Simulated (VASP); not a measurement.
Here is a VASP 6.6.1 calculation.

File INCAR:

```
PREC = Accurate
ENCUT = 520
EDIFF = 1E-7
ISMEAR = 0
SIGMA = 0.05
LREAL = False
LASPH = True
NELM = 150
ALGO = Normal
ISIF = 2
LWAVE = False
LCHARG = True
ISPIN = 2
MAGMOM = 1.5 1.5
LORBIT = 11
LMAXMIX = 4
GGA = PE
LELF = True
LVHAR = True
NBANDS = 18
```

KPOINTS

```
Automatic mesh
0
Gamma
  1 1 24
```

Contents of POSCAR:

```
Re
1.0
   11.2000000000      0.0000000000      0.0000000000
    0.0000000000      9.3000000000      0.0000000000
    0.0000000000      0.0000000000      2.4162720902
Re
2
Direct
    0.4018507108      0.5000000000      0.0000000000
    0.5981492892      0.5000000000      0.5000000000
```

Potentials or basis: VASP PAW PBE potentials, release 64 (Re).

The run is started by

```sh
$ cat potpaw_PBE.64/Re/POTCAR > POTCAR
$ mpirun -np 1 vasp_std > vasp.out
```

Estimate the net moment.

0.21 μB per cell.

Estimate the largest force.

0.090 eV/Å.

Estimate the site moments.

Re +0.08 μB.

Forces in eV/Å, atoms in the order of the input:
```
Re   0.090  0.000  0.000
Re  -0.090  0.000  0.000
```

Caveat: a moment this small can come from the mesh or the smearing.
